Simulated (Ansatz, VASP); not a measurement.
# Hf: VASP beside Ansatz

```xyz
4
Lattice="3.1543 0.0000 0.0000 -1.5771 2.7317 0.0000 0.0000 0.0000 10.0881" Properties=species:S:1:pos:R:3 pbc="T T T"
Hf    0.0000    0.0000    0.0000
Hf    3.1543    0.0000    5.0441
Hf    0.0000    1.8211    2.5220
Hf    1.5771    0.9106    7.5661
```

Alike in both runs: task single point; functional PBEsol; k mesh 13 × 13 × 4; occupations fermi-dirac, width 0.1 eV; no spin polarisation.

|  | VASP | Ansatz |
| --- | --- | --- |
| version | VASP 6.6.1 | Ansatz 0.2.0 |
| potentials or method | VASP PAW PBE potentials, release 64 (Hf_pv), cutoff 520 eV | plane waves (420 eV) with PAW, scalar-relativistic |
| valence electrons in the cell | 40 | 104 |

VASP gave:

```
pressure (GPa)                                                : -0.3
traceless stress, the component that is largest in VASP (GPa) : -0.07
```

What did Ansatz give for the same quantities?

Pressure (GPa): 0.0; traceless stress, the component that is largest in VASP (GPa): -0.03.

VASP's potentials were made for PBE, not for PBEsol, and Ansatz warns of the same on its side. VASP's potentials hold 40 valence electrons a cell and Ansatz's 104, so a difference there can come from the potentials and not from the codes.

Neither program's run includes spin-orbit coupling.
